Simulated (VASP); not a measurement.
A run of VASP 6.6.1 is set up as follows.

File INCAR:

```
SYSTEM = SnH5
PREC     = Accurate       ! precision mode
ENCUT    = 600            ! plane-wave cutoff, eV
EDIFF    = 1E-7           ! SCF threshold, eV
ISMEAR   = 0              ! smearing method
SIGMA    = 0.1            ! smearing width, eV
LREAL    = .FALSE.        ! projectors in reciprocal space
LASPH    = .TRUE.         ! aspherical terms in the spheres
NELM     = 100            ! most SCF steps
ALGO     = Normal         ! electronic algorithm
ISIF     = 3              ! what is computed and relaxed
LWAVE    = .FALSE.        ! write WAVECAR
LCHARG   = .FALSE.        ! write CHGCAR
GGA      = PE             ! functional
IBRION   = 2              ! ionic algorithm
NSW      = 100            ! ionic steps
EDIFFG   = -0.01          ! ionic threshold
```

Contents of KPOINTS:

```
regular mesh
0
G
  12 12 10
  0 0 0
```

POSCAR

```
SnH5
1.0
    4.0572860897      0.0000000000      0.0000000000
   -2.0286430448      3.5137128241      0.0000000000
    0.0000000000      0.0000000000      4.1365619910
Sn H
1 5
Direct
    0.0000000000      0.0000000000      0.5000000000
    0.6666666667      0.3333333333      0.9071585945
    0.0000000000      0.0000000000      0.0000000000
    0.6666666667      0.3333333333      0.0928414055
    0.3333333333      0.6666666667      0.0928414055
    0.3333333333      0.6666666667      0.9071585945
```

Potentials or basis: VASP PAW PBE potentials, release 64 (Sn_d, H).

Run with:

```sh
$ cat potpaw_PBE.64/Sn_d/POTCAR potpaw_PBE.64/H/POTCAR > POTCAR
$ mpirun -np 1 vasp_std > vasp.out
```

(1) Predict the space group after relaxing (to 0.1 Å).

(2) Estimate the band gap on the k mesh.

(3) Predict the relaxed volume.

(4) What does it give for the relaxed cell?

Answers

(1) P6/mmm (No. 191).

(2) zero (an odd number of electrons rules out a gap without spin polarisation).

(3) 9.56 Å³/atom.

(4) a = 4.008 Å, b = 4.008 Å, c = 4.124 Å, α = 90.00°, β = 90.00°, γ = 120.00°.

Caveat: spin-orbit coupling is left out, which moves the levels of the heavy elements; an odd number of electrons without spin polarisation forces a metal; a magnetic or distorted state may lie lower.
